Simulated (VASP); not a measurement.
# PtSe2 in VASP: a series of runs

The runs below take PtSe2 through single point, with LDA, PBE, r2SCAN.

Everything below comes from runs of VASP 6.6.1. Logs are shortened: lines on timing, memory, paths and dates and some standing lists are left out, and cuts for length are marked.

### 1 The cell of the first run

The cell holds a slab with vacuum, 3 atoms: a = 3.707 Å, b = 3.707 Å, c = 31.122 Å, α = 90.00°, β = 90.00°, γ = 120.00°.

### 2 Single point, LDA

Input file INCAR:

```
SYSTEM = PtSe2
PREC = Accurate
ENCUT = 520
EDIFF = 1E-7
ISMEAR = 0
SIGMA = 0.02
LREAL = .False.
LASPH = .True.
NELM = 60
ALGO = Normal
ISIF = 2
LWAVE = .False.
LCHARG = .False.
LDIPOL = .True.
IDIPOL = 3
DIPOL = 0.5 0.5 0.500
GGA = CA
NBANDS = 18
```

Input file KPOINTS:

```
Automatic mesh
0
Gamma
  9 9 1
  0 0 0
```

Input file POSCAR:

```
PtSe2
1.0
    3.7069017943      0.0000000000      0.0000000000
   -1.8534508971      3.2102711232      0.0000000000
    0.0000000000      0.0000000000     31.1215005226
Se Pt
2 1
Direct
    0.6666666667      0.3333333333      0.4574342089
    0.3333333333      0.6666666667      0.5425657911
    0.0000000000      0.0000000000      0.5000000000
```

Potentials or basis: VASP PAW LDA potentials, release 64 (Se, Pt).

Started as:

```bash
$ cat potpaw_LDA.64/Se/POTCAR potpaw_LDA.64/Pt/POTCAR > POTCAR
$ mpirun -np 1 vasp_std > vasp.out
```

OUTCAR:

```text
SYSTEM = PtSe2
   PREC = Accurate
   ENCUT = 520
   EDIFF = 1E-7
   ISMEAR = 0
   LREAL = .False.
   LASPH = .True.
   NELM = 60
   ISIF = 2
   GGA = CA

 ion  position               nearest neighbor table
   1  0.667  0.333  0.457-   3 2.52   3 2.52   3 2.52
   2  0.333  0.667  0.543-   3 2.52   3 2.52   3 2.52
   3  0.000  0.000  0.500-   1 2.52   2 2.52   2 2.52   1 2.52   1 2.52   2 2.52

  LATTYP: Found a hexagonal cell.
 ALAT       =     3.7069017943
 C/A-ratio  =     8.3955557092

  Lattice vectors:

 A1 = (   3.7069017943,   0.0000000000,   0.0000000000)
 A2 = (  -1.8534508971,   3.2102711232,   0.0000000000)
 A3 = (   0.0000000000,   0.0000000000,  31.1215005226)

Analysis of symmetry for initial positions (statically):
=====================================================================
 Subroutine PRICEL returns:
 Original cell was already a primitive cell.

 Routine SETGRP: Setting up the symmetry group for a
 hexagonal supercell.

 Subroutine GETGRP returns: Found 12 space group operations
 (whereof 12 operations were pure point group operations)
 out of a pool of 24 trial point group operations.

The static configuration has the point symmetry D_3d.

Analysis of symmetry for dynamics (positions and initial velocities):
=====================================================================
 Subroutine PRICEL returns:
 Original cell was already a primitive cell.

 Routine SETGRP: Setting up the symmetry group for a
 hexagonal supercell.

 Subroutine GETGRP returns: Found 12 space group operations
 (whereof 12 operations were pure point group operations)
 out of a pool of 24 trial point group operations.

The dynamic configuration has the point symmetry D_3d.

 Subroutine INISYM returns: Found 12 space group operations
 (whereof 12 operations are pure point group operations),
 and found     1 'primitive' translations

----------------------------------------------------------------------------------------

                                     Primitive cell

  volume of cell :     370.3508

  direct lattice vectors                    reciprocal lattice vectors
     3.706901794  0.000000000  0.000000000     0.269767060  0.155750085  0.000000000
    -1.853450897  3.210271123  0.000000000     0.000000000  0.311500170  0.000000000
     0.000000000  0.000000000 31.121500523     0.000000000  0.000000000  0.032132127

[... 75 lines left out ...]
   NSW    =      0    number of steps for IOM
   IBRION =     -1    ionic relax: 0-MD 1-quasi-New 2-CG
   NFREE  =      0    steps in history (QN), initial steepest desc. (CG)
   ISIF   =      2    stress and relaxation
   ISYM   =      2    0-nonsym 1-usesym 2-fastsym
   POTIM  = 0.5000    time-step for ionic-motion
   TEBEG  =    0.0;   TEEND  =   0.0 temperature during run
   PSTRESS=    0.0 pullay stress
   NELECT =      22.0000    total number of electrons
   NUPDOWN=      -1.0000    fix difference up-down
   EMIN   =  10.00;   EMAX   =-10.00  energy-range for DOS
   EFERMI =   0.00;   METHOD = LEGACY
   ISMEAR =     0;   SIGMA  =   0.02  broadening in eV -4-tet -1-fermi 0-gaus
   EFERMI_NEDOS =   21; number of points for ismear=-14 and -15
   IALGO  =     38    algorithm
   IMIX   =      4    mixing-type and parameters
     AMIX     =   0.40;   BMIX     =  1.00
     AMIX_MAG =   1.60;   BMIX_MAG =  1.00
  volume/ion in A,a.u.               =     123.45       833.08
  Fermi-wavevector in a.u.,A,eV,Ry     =   0.638770  1.207101  5.551549  0.408027
  Thomas-Fermi vector in A             =   1.704222
   LORBIT       =      0    0 simple, 1 ext, 2 COOP (PROOUT), +10 PAW based schemes
   GGA     = CA    functional components
   LHFCALC =     F    Hartree Fock is set to
   AEXX    =    0.0000 exact exchange contribution
   IVDW    =     0    specifies the selected vdW correction
   LEPSILON=     F    determine dielectric tensor
   LRPA    =     F    only Hartree local field effects (RPA)
 non-spin polarized calculation
 Gauss-broadening in eV      SIGMA  =   0.02
  energy-cutoff  :      520.00
  volume of cell :      370.35
 maximum number of plane-waves:     10012
 NGX is ok and might be reduce to    28
   NGX = 13   NGY = 13   NGZ =115

 number of electron      21.9999998 magnetization

 dipolmoment           0.000000      0.000000     -0.000000 electrons x Angstroem

 Free energy of the ion-electron system (eV)
  ---------------------------------------------------
  ext. energy  EPLUGINS =         0.00000000
  ---------------------------------------------------
  free energy    TOTEN  =       -16.77584268 eV

  energy without entropy =      -16.77584268  energy(sigma->0) =      -16.77584268

 E-fermi :  -3.8789     XC(G=0):  -2.2377

 val. band max:       -4.0352475197   @ k =   0.0000   0.0000   0.0000
 cond. band min:      -2.7589024652   @ k =   0.2222   0.0000   0.0000
 fundamental gap:      1.2763450545
 Fermi energy:        -3.8789379356

 k-point     1 :       0.0000    0.0000    0.0000
  band No.  band energies     occupation
      1     -18.1027      2.00000
      2     -16.3391      2.00000
      3      -9.1945      2.00000
      4      -9.1617      2.00000
      5      -9.1617      2.00000
      6      -6.9182      2.00000
[... 229 lines left out ...]
      5      -8.9752      2.00000
      6      -7.5311      2.00000
[... 10 lines left out ...]
     17       4.6706      0.00000
     18       4.9209      0.00000

------------------------ aborting loop because EDIFF is reached ----------------------------------------

 vacuum level on the upper side and lower side of the slab       (xc-potential included)        -0.007        -0.007

  FORCE on cell =-STRESS in cart. coord.  units (eV):
  Direction    XX          YY          ZZ          XY          YZ          ZX
  --------------------------------------------------------------------------------------
  -------------------------------------------------------------------------------------
  Total       -1.8481891     -1.8481891     -1.5792781     -0.0000000      0.0000000     -0.0000000
  in kB       -7.9954639     -7.9954639     -6.8321262     -0.0000000      0.0000000     -0.0000000
  external PRESSURE =      -7.6076847 kB  Pullay stress =       0.0000000 kB

 VOLUME and BASIS-vectors are now :
 -----------------------------------------------------------------------------
  energy-cutoff  :      520.00
  volume of cell :      370.35
      direct lattice vectors                 reciprocal lattice vectors
     3.706901794  0.000000000  0.000000000     0.269767060  0.155750085  0.000000000
    -1.853450897  3.210271123  0.000000000     0.000000000  0.311500170  0.000000000
     0.000000000  0.000000000 31.121500523     0.000000000  0.000000000  0.032132127

 POSITION                                       TOTAL-FORCE (eV/Angst)
 -----------------------------------------------------------------------------------
      1.85345      1.07009     14.23604        -0.000000     -0.000000      0.590810
     -0.00000      2.14018     16.88546         0.000000      0.000000     -0.590810
      0.00000      0.00000     15.56075        -0.000000      0.000000      0.000000
 -----------------------------------------------------------------------------------
    total drift:                               -0.000000      0.000000     -0.000000

  FREE ENERGIE OF THE ION-ELECTRON SYSTEM (eV)
  ---------------------------------------------------
  free  energy   TOTEN  =       -16.7758426842 eV

  energy  without entropy=      -16.7758426842  energy(sigma->0) =      -16.77584268

 vacuum level on the upper side and lower side of the slab         1.857         1.857
```

OSZICAR:

```text
N       E                     dE             d eps       ncg     rms          rms(c)
DAV:   1     0.172998336098E+03    0.17300E+03   -0.66477E+03   432   0.844E+02
DAV:   2     0.316273409094E+01   -0.16984E+03   -0.15851E+03   696   0.149E+02
DAV:   3    -0.173082813873E+02   -0.20471E+02   -0.20340E+02   554   0.660E+01
[... 19 lines left out ...]
DAV:  23    -0.167758420989E+02   -0.76632E-06   -0.28284E-08   426   0.815E-04    0.158E-03
DAV:  24    -0.167758423098E+02   -0.21093E-06   -0.13130E-08   474   0.553E-04    0.449E-04
DAV:  25    -0.167758425343E+02   -0.22447E-06   -0.27213E-08   428   0.798E-04    0.714E-04
DAV:  26    -0.167758426656E+02   -0.13125E-06   -0.58426E-09   456   0.455E-04    0.219E-04
DAV:  27    -0.167758426842E+02   -0.18666E-07   -0.11923E-09   486   0.199E-04
   1 F= -.16775843E+02 E0= -.16775843E+02  d E =-.119236E-29
```

stdout:

```text
POSCAR found type information on POSCAR SePt
 POSCAR found :  2 types and       3 ions
 scaLAPACK will be used
 LDA part: xc-table for (Slater(with rela. corr.)+CA(PZ))
 , standard interpolation
 POSCAR, INCAR and KPOINTS ok, starting setup
 FFT: planning ... GRIDC
 FFT: planning ... GRID_SOFT
 FFT: planning ... GRID
 WAVECAR not read
 entering main loop
```

It took 76 s on 1 thread of Intel Xeon 6975P-C (Granite Rapids), shared host; peak memory 0.38 GiB.

What came out:

| Property | Result |
| --- | --- |
| Free energy | -16.7758 eV |
| Largest force | 0.591 eV/Å |
| Band gap on the k mesh | 1.28 eV (least direct gap 1.50 eV) |

Forces in eV/Å, atoms in the order of the input:
```
Se   0.000  0.000  0.591
Se   0.000  0.000 -0.591
Pt   0.000  0.000  0.000
```

Caveat: spin-orbit coupling is left out, which moves the levels of the heavy elements.

### 3 Single point, PBE

This run uses another cell than the first one.

Input file INCAR:

```
PREC     = Accurate       # precision mode
ENCUT    = 520            # plane-wave cutoff, eV
EDIFF    = 1E-7           # SCF threshold, eV
ISMEAR   = 0              # smearing method
SIGMA    = 0.02           # smearing width, eV
LREAL    = False          # projectors in reciprocal space
LASPH    = True           # aspherical terms in the spheres
NELM     = 100            # most SCF steps
ALGO     = Normal         # electronic algorithm
ISIF     = 2              # what is computed and relaxed
LWAVE    = False          # write WAVECAR
LCHARG   = True           # write CHGCAR
LDIPOL   = True         
IDIPOL   = 3            
DIPOL    = 0.5 0.5 0.500
GGA      = PE             # functional
LELF     = True           # ELF
LVHAR    = True         
LVACPOTAV= True         
NBANDS   = 18             # bands
```

Input file KPOINTS:

```
regular mesh
0
Gamma
  9 9 1
```

Input file POSCAR:

```
PtSe2
1.0
    3.7478971737      0.0000000000      0.0000000000
   -1.8739485868      3.2457741632      0.0000000000
    0.0000000000      0.0000000000     31.1215005226
Se Pt
2 1
Direct
    0.6666666667      0.3333333333      0.4579626454
    0.3333333333      0.6666666667      0.5420373546
    0.0000000000      0.0000000000      0.5000000000
```

Potentials or basis: VASP PAW PBE potentials, release 64 (Se, Pt).

Started as:

```bash
$ cat potpaw_PBE.64/Se/POTCAR potpaw_PBE.64/Pt/POTCAR > POTCAR
$ mpirun -np 1 vasp_std > vasp.out
```

Run time: 86 s. Hardware: 1 thread of Intel Xeon 6975P-C (Granite Rapids), shared host; peak memory 0.47 GiB.

Results (log left out):

- Free energy: -14.2962 eV
- Band gap on the k mesh: 1.38 eV (least direct gap 1.50 eV)
- Ionisation potential of the upper face: 5.73 eV

Forces on the atoms (eV/Å):
```
Se   0.000  0.000  0.003
Se   0.000  0.000 -0.003
Pt   0.000  0.000  0.000
```

Levels at points of the mesh, in eV from the valence-band top:
| k point | band 7 | band 8 | band 9 | band 10 | band 11 | band 12 | band 13 | band 14 | band 15 | band 16 |
| --- | --- | --- | --- | --- | --- | --- | --- | --- | --- | --- |
| (0.00, 0.00, 0.00) | -2.77 | -1.19 | -0.55 | 0.00 | 0.00 | 2.95 | 2.95 | 4.53 | 5.27 | 5.60 |

Caveat: spin-orbit coupling is left out, which moves the levels of the heavy elements.

(Part 1 of 2 ends here.)
